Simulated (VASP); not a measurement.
Hg: single point with PBEsol

The system is Hg.

```xyz
1
Lattice="-1.8198 1.8198 1.8198 1.8198 -1.8198 1.8198 1.8198 1.8198 -1.8198" Properties=species:S:1:pos:R:3 pbc="T T T"
Hg    0.0000    0.0000    0.0000
```

```yaml
Program: VASP 6.6.1
Task: single point
Functional: PBEsol
Potentials_or_basis: VASP PAW PBE potentials, release 64 (Hg)
Cutoff: 520 eV
k_mesh: 13 × 13 × 13
Occupations: fermi-dirac, width 0.136057 eV
Spin: no spin polarisation
Dipole_correction: no
Further_INCAR_settings: ALGO = Normal; EDIFF = 1e-07; NBANDS = 12
```

| Item | Value |
| --- | --- |
| Pressure | 0.2 GPa |
| Band gap on the k mesh | zero (band 6 reaches 4.47 eV, above the bottom of band 7 at 1.28 eV) |

Levels at points of the mesh, in eV from the Fermi level:
```tsv
k point	band 2	band 3	band 4	band 5	band 6	band 7	band 8	band 9	band 10	band 11
(0.00, 0.00, 0.00)	-6.91	-6.91	-6.91	-6.04	-6.04	15.16	15.16	15.16	16.10	16.10
```

Run time: 10 s on 1 thread of Intel(R) Xeon(R) Platinum 8375C CPU @ 2.90GHz (Ice Lake), with other jobs on the host, peak memory 0.15 GiB.

Caveat: the PAW data sets were made with another functional, which shifts forces and pressure a little; spin-orbit coupling is left out, which moves the levels of the heavy elements.
